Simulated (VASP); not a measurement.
Set up this calculation in VASP 6.6.1, as the native input.

```
Task                   : relaxation of cell and atoms
Functional             : LDA
Potentials or basis    : VASP PAW LDA potentials, release 64 (Mg_sv, S)
Cutoff                 : 840 eV
k mesh                 : 6 × 6 × 6
Occupations            : gaussian, width 0.02 eV
Spin                   : no spin polarisation
Dipole correction      : no
Further INCAR settings : ALGO = Normal; EDIFF = 1e-07; IBRION = 2; EDIFFG = -0.002; NSW = 100; ISIF = 3
```

The structure of MgS lies in POSCAR:

```
MgS
1.0
    0.0000000000      2.6043975600      2.6043975600
    2.6043975600      0.0000000000      2.6043975600
    2.6043975600      2.6043975600      0.0000000000
Mg S
1 1
Direct
    0.0000000000      0.0000000000      0.0000000000
    0.5000000000      0.5000000000      0.5000000000
```

One way to write it, as run:

INCAR

```
SYSTEM = MgS
  PREC = Accurate
  ENCUT = 840
  EDIFF = 1E-7
  ISMEAR = 0
  SIGMA = 0.02
  LREAL = .FALSE.
  LASPH = .TRUE.
  NELM = 120
  ALGO = Normal
  ISIF = 3
  LWAVE = .FALSE.
  LCHARG = .FALSE.
  IBRION = 2
  NSW = 100
  EDIFFG = -0.002
  GGA_COMPAT = .FALSE.
  NELMIN = 4
```

KPOINTS

```
regular mesh
0
G
  6 6 6
  0 0 0
```

Potentials or basis: VASP PAW LDA potentials, release 64 (Mg_sv, S).

Launch:

```bash
$ cat potpaw_LDA.64/Mg_sv/POTCAR potpaw_LDA.64/S/POTCAR > POTCAR
$ mpirun -np 1 vasp_std > vasp.out
```

Results of the run:

```yaml
Relaxed_volume: 16.88 Å³/atom
Relaxed_cell: a = 3.628 Å, b = 3.628 Å, c = 3.628 Å, α = 60.00°, β = 60.00°, γ = 60.00°
Space_group_after_relaxing_to_0.1_Å: Fm-3m (No. 225)
Energy_gained_by_relaxing: 8.8 meV/atom
Ionic_steps: 3
Pressure_after_relaxing: 0.0 GPa
Band_gap_on_the_k_mesh: 2.66 eV (least direct gap 3.84 eV)
```

Wall time 30 s on 1 thread of AMD EPYC 7R13 Processor (Zen 3), on a shared host, peak memory 0.15 GiB.
